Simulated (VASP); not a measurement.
Pt: single point with r2SCAN

Crystal: Pt.

```xyz
1
Lattice="-1.6153 1.6153 1.6153 1.6153 -1.6153 1.6153 1.6153 1.6153 -1.6153" Properties=species:S:1:pos:R:3 pbc="T T T"
Pt    0.0000    0.0000    0.0000
```

```yaml
Program: VASP 6.6.1
Task: single point
Functional: r2SCAN
Potentials_or_basis: VASP PAW PBE potentials, release 64 (Pt_sv_GW)
Cutoff: 550 eV
k_mesh: 12 × 12 × 12
Occupations: fermi-dirac, width 0.05 eV
Spin: no spin polarisation
```

```json
{"Pressure": "-19.7 GPa", "Band gap on the k mesh": "zero (band 9 reaches 9.32 eV, above the bottom of band 10 at 7.25 eV)"}
```

Levels at points of the mesh, in eV from the Fermi level:
```
           k point  band 6  band 7  band 8  band 9  band 10  band 11  band 12  band 13
(0.00, 0.00, 0.00)   -3.21   -3.21   -3.21   -0.95    -0.95    18.03    18.03    18.03
(0.50, 0.00, 0.00)   -4.52   -1.11   -0.68    0.77     1.02     6.14    14.06    16.06
(0.50, 0.50, 0.50)   -5.60    0.54    0.54    0.54     8.02     8.02     8.02    12.59
```

Wall time 53 s on 1 thread of Intel(R) Xeon(R) Platinum 8375C CPU @ 2.90GHz (Ice Lake), on a shared host, peak memory 0.16 GiB.

Caveat: the PAW data sets were made with another functional, which shifts forces and pressure a little; spin-orbit coupling is left out, which moves the levels of the heavy elements.
